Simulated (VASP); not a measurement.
Here is a VASP 6.6.1 calculation.

File INCAR:

```
SYSTEM = SbPt
PREC = Accurate
ENCUT = 520
EDIFF = 1E-7
ISMEAR = 0
SIGMA = 0.05
LREAL = .False.
LASPH = .True.
NELM = 80
ALGO = Normal
ISIF = 2
LWAVE = .False.
LCHARG = .False.
GGA = PS
NBANDS = 14
```

The input KPOINTS:

```
regular mesh
0
Gamma
  10 10 10
  0 0 0
```

Contents of POSCAR:

```
SbPt
1.0
    0.0000000000      2.7178887775      2.7178887775
    2.7178887775      0.0000000000      2.7178887775
    2.7178887775      2.7178887775      0.0000000000
Pt Sb
1 1
Direct
    0.5000000000      0.5000000000      0.5000000000
    0.0000000000      0.0000000000      0.0000000000
```

Potentials or basis: VASP PAW PBE potentials, release 64 (Pt, Sb).

Launch:

```bash
$ cat potpaw_PBE.64/Pt/POTCAR potpaw_PBE.64/Sb/POTCAR > POTCAR
$ mpirun -np 1 vasp_std > vasp.out
```

(1) What does it give for the pressure?

## Answers

(1) 2.9 GPa.

Caveat: the PAW data sets were made with another functional, which shifts forces and pressure a little.
